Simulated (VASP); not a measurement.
Wanted: the native input for a VASP 6.6.1 run.

| Quantity | Value |
| --- | --- |
| Task | relaxation of cell and atoms |
| Functional | PBE |
| Potentials or basis | VASP PAW PBE potentials, release 64 (Mg) |
| Cutoff | 600 eV |
| k mesh | 15 × 15 × 15 |
| Occupations | fermi-dirac, width 0.08 eV |
| Spin | no spin polarisation |
| Target pressure | 5.7 GPa |
| Dipole correction | no |
| Further INCAR settings | ALGO = Normal; EDIFF = 1e-06; IBRION = 2; EDIFFG = -0.005; NSW = 60; ISIF = 3 |

The structure of Mg lies in POSCAR:

```
Mg
1.0
   -2.6671808050      2.6671808050      1.4669494428
    2.6671808050     -2.6671808050      1.4669494428
    2.6671808050      2.6671808050     -1.4669494428
Mg
2
Direct
   -0.3750000000     -0.1250000000     -0.2500000000
    0.3750000000      0.1250000000      0.2500000000
```

The input as run:

INCAR

```
SYSTEM = Mg
PREC = Accurate ; ENCUT = 600
EDIFF = 1E-6 ; ISMEAR = -1
SIGMA = 0.08 ; LREAL = .FALSE.
LASPH = .TRUE. ; NELM = 80
ALGO = Normal ; ISIF = 3
LWAVE = .FALSE. ; LCHARG = .FALSE.
GGA = PE ; IBRION = 2
NSW = 60 ; EDIFFG = -0.005
PSTRESS = 57.0
```

KPOINTS

```
Automatic mesh
0
G
  15 15 15
  0 0 0
```

Potentials or basis: VASP PAW PBE potentials, release 64 (Mg).

Launch:

```bash
$ cat potpaw_PBE.64/Mg/POTCAR > POTCAR
$ mpirun -np 1 vasp_std > vasp.out
```

Results of the run:

```yaml
Relaxed_volume: 21.88 Å³/atom
Relaxed_cell: a = 4.146 Å, b = 4.146 Å, c = 4.146 Å, α = 97.02°, β = 97.02°, γ = 139.07°
Space_group_after_relaxing_to_0.1_Å: I4_1/amd (No. 141)
Energy_change_on_relaxing_the_run_minimises_the_enthalpy: -49.3 meV/atom
Ionic_steps: 8
Pressure_after_relaxing: 5.7 GPa
Band_gap_on_the_k_mesh: zero (bands 2 and 3 overlap by 5.48 eV)
```

Caveat: the cell is relaxed towards a set pressure, so the run minimises the enthalpy, not the energy.

It took 110 s on 1 thread of Intel(R) Xeon(R) 6975P-C (Granite Rapids), on a shared host, peak memory 0.25 GiB.
